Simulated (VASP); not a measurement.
# SnSe (Fm-3m) in VASP: single point with LDA

Aim: the single point of SnSe with LDA.

Program: VASP 6.6.1. These are calculated values, not measurements. Logs are shortened: lines on timing, memory, paths and dates and some standing lists are left out, and cuts for length are marked.

### Step 1. The cell of the first run

The structure is cubic, space group Fm-3m (No. 225). The conventional cell has a = 5.946 Å, b = 5.946 Å, c = 5.946 Å, α = 90.00°, β = 90.00°, γ = 90.00°. Within 3.9 Å of Sn (site symmetry m-3m) lie 6 Se at 2.97 Å. Se (site symmetry m-3m) has 6 Sn at 2.97 Å within 3.9 Å.

### Step 2. Single point, LDA

Input file INCAR:

```
SYSTEM = SnSe
ALGO = Normal
EDIFF = 1E-6
ENCUT = 500
GGA = CA
GGA_COMPAT = .False.
ISIF = 2
ISMEAR = 0
LASPH = .True.
LCHARG = .True.
LELF = .True.
LREAL = .False.
LVHAR = .True.
LWAVE = .False.
NBANDS = 17
NELM = 120
PREC = Accurate
SIGMA = 0.02
```

Input file KPOINTS:

```
k-points
0
Gamma
  8 8 8
  0 0 0
```

Input file POSCAR:

```
SnSe
1.0
    0.0000000000      2.9727546662      2.9727546662
    2.9727546662      0.0000000000      2.9727546662
    2.9727546662      2.9727546662      0.0000000000
Sn Se
1 1
Direct
    0.0000000000      0.0000000000      0.0000000000
    0.5000000000      0.5000000000      0.5000000000
```

Potentials or basis: VASP PAW LDA potentials, release 64 (Sn_d, Se).

Launch:

```sh
$ cat potpaw_LDA.64/Sn_d/POTCAR potpaw_LDA.64/Se/POTCAR > POTCAR
$ mpirun -np 1 vasp_std > vasp.out
```

OUTCAR:

```text
SYSTEM = SnSe
   EDIFF = 1E-6
   ENCUT = 500
   GGA = CA
   ISIF = 2
   ISMEAR = 0
   LASPH = .True.
   LREAL = .False.
   NELM = 120
   PREC = Accurate

 ion  position               nearest neighbor table
   1  0.000  0.000  0.000-   2 2.97   2 2.97   2 2.97   2 2.97   2 2.97   2 2.97
   2  0.500  0.500  0.500-   1 2.97   1 2.97   1 2.97   1 2.97   1 2.97   1 2.97

  LATTYP: Found a face centered cubic cell.
 ALAT       =     5.9455093324

  Lattice vectors:

 A1 = (   0.0000000000,   2.9727546662,   2.9727546662)
 A2 = (   2.9727546662,   0.0000000000,   2.9727546662)
 A3 = (   2.9727546662,   2.9727546662,   0.0000000000)

Analysis of symmetry for initial positions (statically):
=====================================================================
 Subroutine PRICEL returns:
 Original cell was already a primitive cell.

 Routine SETGRP: Setting up the symmetry group for a
 face centered cubic supercell.

 Subroutine GETGRP returns: Found 48 space group operations
 (whereof 48 operations were pure point group operations)
 out of a pool of 48 trial point group operations.

The static configuration has the point symmetry O_h .

Analysis of symmetry for dynamics (positions and initial velocities):
=====================================================================
 Subroutine PRICEL returns:
 Original cell was already a primitive cell.

 Routine SETGRP: Setting up the symmetry group for a
 face centered cubic supercell.

 Subroutine GETGRP returns: Found 48 space group operations
 (whereof 48 operations were pure point group operations)
 out of a pool of 48 trial point group operations.

The dynamic configuration has the point symmetry O_h .

 Subroutine INISYM returns: Found 48 space group operations
 (whereof 48 operations are pure point group operations),
 and found     1 'primitive' translations

----------------------------------------------------------------------------------------

                                     Primitive cell

  volume of cell :      52.5421

  direct lattice vectors                    reciprocal lattice vectors
     0.000000000  2.972754666  2.972754666    -0.168194169  0.168194169  0.168194169
     2.972754666  0.000000000  2.972754666     0.168194169 -0.168194169  0.168194169
     2.972754666  2.972754666  0.000000000     0.168194169  0.168194169 -0.168194169

  length of vectors
     4.204109967  4.204109967  4.204109967     0.291320846  0.291320846  0.291320846

  position of ions in fractional coordinates (direct lattice)
     0.000000000  0.000000000  0.000000000
     0.500000000  0.500000000  0.500000000

  ion indices of the primitive-cell ions
   primitive index   ion index
                 1           1
                 2           2

----------------------------------------------------------------------------------------

 KPOINTS: k-points

Automatic generation of k-mesh.
 Grid dimensions read from file:
 generate k-points for:    8    8    8

 Generating k-lattice:

  Cartesian coordinates                     Fractional coordinates (reciprocal lattice)
    -0.021024271  0.021024271  0.021024271     0.125000000  0.000000000  0.000000000
     0.021024271 -0.021024271  0.021024271     0.000000000  0.125000000  0.000000000
     0.021024271  0.021024271 -0.021024271     0.000000000  0.000000000  0.125000000

  Length of vectors
     0.036415106  0.036415106  0.036415106

  Shift w.r.t. Gamma in fractional coordinates (k-lattice)
     0.000000000  0.000000000  0.000000000

 Subroutine IBZKPT returns following result:
 ===========================================

 Found     29 irreducible k-points:

 Following reciprocal coordinates:
            Coordinates               Weight
  0.000000  0.000000  0.000000      1.000000
  0.125000  0.000000  0.000000      8.000000
  0.250000  0.000000  0.000000      8.000000
  0.375000  0.000000  0.000000      8.000000
  0.500000  0.000000  0.000000      4.000000
  0.125000  0.125000  0.000000      6.000000
[... 16 lines left out ...]
  0.500000  0.250000  0.125000     48.000000
 -0.375000  0.250000  0.125000     24.000000
 [... further k-points ...]
   k-points           NKPTS =     29   k-points in BZ     NKDIM =     29   number of bands    NBANDS=     17
   number of dos      NEDOS =    301   number of ions     NIONS =      2
   total plane-waves  NPLWV =  32768
   dimension x,y,z NGX =    32 NGY =   32 NGZ =   32
   dimension x,y,z NGXF=    64 NGYF=   64 NGZF=   64
   ions per type =               1   1
   NGX,Y,Z   is equivalent  to a cutoff of  12.65, 12.65, 12.65 a.u.
   NGXF,Y,Z  is equivalent  to a cutoff of  25.31, 25.31, 25.31 a.u.
 SYSTEM =  SnSe
   PREC   = accura    normal or accurate (medium, high low for compatibility)
   ISTART =      0    job   : 0-new  1-cont  2-samecut
   ICHARG =      2    charge: 1-file 2-atom 10-const
   ISPIN  =      1    spin polarized calculation?
   LNONCOLLINEAR =      F non collinear calculations
   LSORBIT =      F    spin-orbit coupling
   LASPH  =      T    aspherical Exc in radial PAW
   ENCUT  =  500.0 eV  36.75 Ry    6.06 a.u.   7.67  7.67  7.67*2*pi/ulx,y,z
   NELM   =    120;   NELMIN=  2; NELMDL= -5     # of ELM steps
   EDIFF  = 0.1E-05   stopping-criterion for ELM
   LREAL  =      F    real-space projection
   EDIFFG = 0.1E-04   stopping-criterion for IOM
   NSW    =      0    number of steps for IOM
   IBRION =     -1    ionic relax: 0-MD 1-quasi-New 2-CG
   NFREE  =      0    steps in history (QN), initial steepest desc. (CG)
   ISIF   =      2    stress and relaxation
   ISYM   =      2    0-nonsym 1-usesym 2-fastsym
   POTIM  = 0.5000    time-step for ionic-motion
   TEBEG  =    0.0;   TEEND  =   0.0 temperature during run
   PSTRESS=    0.0 pullay stress
   NELECT =      20.0000    total number of electrons
   NUPDOWN=      -1.0000    fix difference up-down
   EMIN   =  10.00;   EMAX   =-10.00  energy-range for DOS
   EFERMI =   0.00;   METHOD = LEGACY
   ISMEAR =     0;   SIGMA  =   0.02  broadening in eV -4-tet -1-fermi 0-gaus
   EFERMI_NEDOS =   21; number of points for ismear=-14 and -15
   IALGO  =     38    algorithm
   IMIX   =      4    mixing-type and parameters
     AMIX     =   0.40;   BMIX     =  1.00
     AMIX_MAG =   1.60;   BMIX_MAG =  1.00
  volume/ion in A,a.u.               =      26.27       177.29
  Fermi-wavevector in a.u.,A,eV,Ry     =   1.186449  2.242064 19.152396  1.407661
  Thomas-Fermi vector in A             =   2.322622
   LORBIT       =      0    0 simple, 1 ext, 2 COOP (PROOUT), +10 PAW based schemes
   GGA     = CA    functional components
   LHFCALC =     F    Hartree Fock is set to
   AEXX    =    0.0000 exact exchange contribution
   IVDW    =     0    specifies the selected vdW correction
   LEPSILON=     F    determine dielectric tensor
   LRPA    =     F    only Hartree local field effects (RPA)
 non-spin polarized calculation
 Gauss-broadening in eV      SIGMA  =   0.02
  energy-cutoff  :      500.00
  volume of cell :       52.54
 maximum number of plane-waves:      1363
   NGX = 15   NGY = 15   NGZ = 15

 number of electron      20.0000009 magnetization

 Free energy of the ion-electron system (eV)
  ---------------------------------------------------
  ext. energy  EPLUGINS =         0.00000000
  ---------------------------------------------------
  free energy    TOTEN  =        -9.50421411 eV

  energy without entropy =       -9.50421411  energy(sigma->0) =       -9.50421411

 E-fermi :   5.8655     XC(G=0): -10.0487

 val. band max:        5.7288975535   @ k =   0.5000   0.0000   0.0000
 cond. band min:       6.4731031656   @ k =  -0.3750   0.1250   0.0000
 fundamental gap:      0.7442056121
 Fermi energy:         5.8654959834

 k-point     1 :       0.0000    0.0000    0.0000
  band No.  band energies     occupation
      1     -15.6434      2.00000
      2     -15.6434      2.00000
      3     -15.6397      2.00000
      4     -15.6397      2.00000
      5     -15.6397      2.00000
      6      -8.2764      2.00000
[... 9 lines left out ...]
     16      11.6739      0.00000
     17      13.9237      0.00000

 k-point     2 :       0.1250    0.0000    0.0000
  band No.  band energies     occupation
      1     -15.6445      2.00000
      2     -15.6445      2.00000
      3     -15.6393      2.00000
      4     -15.6378      2.00000
      5     -15.6378      2.00000
      6      -8.1588      2.00000
[... 9 lines left out ...]
     16      12.0566      0.00000
     17      15.1593      0.00000

 k-point     3 :       0.2500    0.0000    0.0000
  band No.  band energies     occupation
      1     -15.6478      2.00000
      2     -15.6478      2.00000
      3     -15.6383      2.00000
      4     -15.6325      2.00000
      5     -15.6325      2.00000
      6      -7.8398      2.00000
[... 9 lines left out ...]
     16      13.0415      0.00000
     17      17.3846      0.00000

 k-point     4 :       0.3750    0.0000    0.0000
  band No.  band energies     occupation
      1     -15.6512      2.00000
      2     -15.6512      2.00000
      3     -15.6374      2.00000
      4     -15.6270      2.00000
      5     -15.6270      2.00000
      6      -7.4490      2.00000
[... 9 lines left out ...]
     16      14.5530      0.00000
     17      17.4095      0.00000
[... 343 lines left out ...]
      1     -15.6558      2.00000
      2     -15.6435      2.00000
      3     -15.6405      2.00000
      4     -15.6296      2.00000
      5     -15.6280      2.00000
      6      -7.5827      2.00000
[... 9 lines left out ...]
     16      15.3547      0.00000
     17      15.5675      0.00000

 k-point    23 :       0.5000    0.2500    0.1250
  band No.  band energies     occupation
      1     -15.6589      2.00000
      2     -15.6458      2.00000
      3     -15.6372      2.00000
      4     -15.6279      2.00000
      5     -15.6249      2.00000
      6      -7.2488      2.00000
[... 9 lines left out ...]
     16      15.5984      0.00000
     17      17.0823      0.00000

 k-point    24 :      -0.3750    0.2500    0.1250
  band No.  band energies     occupation
      1     -15.6599      2.00000
      2     -15.6471      2.00000
      3     -15.6340      2.00000
      4     -15.6295      2.00000
      5     -15.6231      2.00000
      6      -7.0895      2.00000
[... 9 lines left out ...]
     16      16.7187      0.00000
     17      16.8145      0.00000

 [... further k-points ...]

------------------------ aborting loop because EDIFF is reached ----------------------------------------

  FORCE on cell =-STRESS in cart. coord.  units (eV):
  Direction    XX          YY          ZZ          XY          YZ          ZX
  --------------------------------------------------------------------------------------
  -------------------------------------------------------------------------------------
  Total       -0.4579599     -0.4579599     -0.4579599      0.0000000      0.0000000     -0.0000000
  in kB      -13.9646758    -13.9646758    -13.9646758      0.0000000      0.0000000     -0.0000000
  external PRESSURE =     -13.9646758 kB  Pullay stress =       0.0000000 kB

 VOLUME and BASIS-vectors are now :
 -----------------------------------------------------------------------------
  energy-cutoff  :      500.00
  volume of cell :       52.54
      direct lattice vectors                 reciprocal lattice vectors
     0.000000000  2.972754666  2.972754666    -0.168194169  0.168194169  0.168194169
     2.972754666  0.000000000  2.972754666     0.168194169 -0.168194169  0.168194169
     2.972754666  2.972754666  0.000000000     0.168194169  0.168194169 -0.168194169

 POSITION                                       TOTAL-FORCE (eV/Angst)
 -----------------------------------------------------------------------------------
      0.00000      0.00000      0.00000         0.000000      0.000000      0.000000
      2.97275      2.97275      2.97275        -0.000000     -0.000000     -0.000000
 -----------------------------------------------------------------------------------
    total drift:                                0.000000     -0.000000     -0.000000

  FREE ENERGIE OF THE ION-ELECTRON SYSTEM (eV)
  ---------------------------------------------------
  free  energy   TOTEN  =        -9.5042141053 eV

  energy  without entropy=       -9.5042141053  energy(sigma->0) =       -9.50421411
```

Wall time 20 s (1 thread of AMD EPYC 7R43 (Zen 3), shared host); peak memory 0.13 GiB.

What came out:

* Free energy: -9.5042 eV
* Pressure: -1.4 GPa
* Band gap on the k mesh: 0.74 eV (least direct gap 0.79 eV)

Caveat: semilocal functionals underestimate gaps, and a narrow one can read as zero; spin-orbit coupling is left out, which moves the levels of the heavy elements.
